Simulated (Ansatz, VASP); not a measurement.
# AlN: VASP beside Ansatz

```
Al N
1.0
     0.00000    2.13415    2.13415
     2.13415    0.00000    2.13415
     2.13415    2.13415    0.00000
Al N
1 1
Direct
  0.50000 0.50000 0.50000
  0.00000 0.00000 0.00000
```

Alike in both runs: task single point; functional PBEsol; k mesh 10 × 10 × 10; occupations gaussian, width 0.02 eV; no spin polarisation.

```csv
,VASP,Ansatz
version,VASP 6.6.1,Ansatz 0.2.0
potentials or method,"VASP PAW PBE potentials, release 64 (Al, N), cutoff 600 eV","scalar-relativistic, plane waves, PAW"
valence electrons in the cell,8,8
```

VASP gave:

| Property | Result |
| --- | --- |
| gap on the k mesh at the Fermi level (eV) | 3.12 |
| least direct gap on the mesh (eV) | 3.52 |
| pressure (GPa) | -30.8 |

Estimate Ansatz's values.

gap on the k mesh at the Fermi level (eV): 3.12; least direct gap on the mesh (eV): 3.51; pressure (GPa): -30.6.

VASP's potentials were made for PBE, not for PBEsol. Both programs put the cell under strong tension, so it lies far from rest at this level.

Noted on VASP's run: the cell as given lies far from equilibrium.
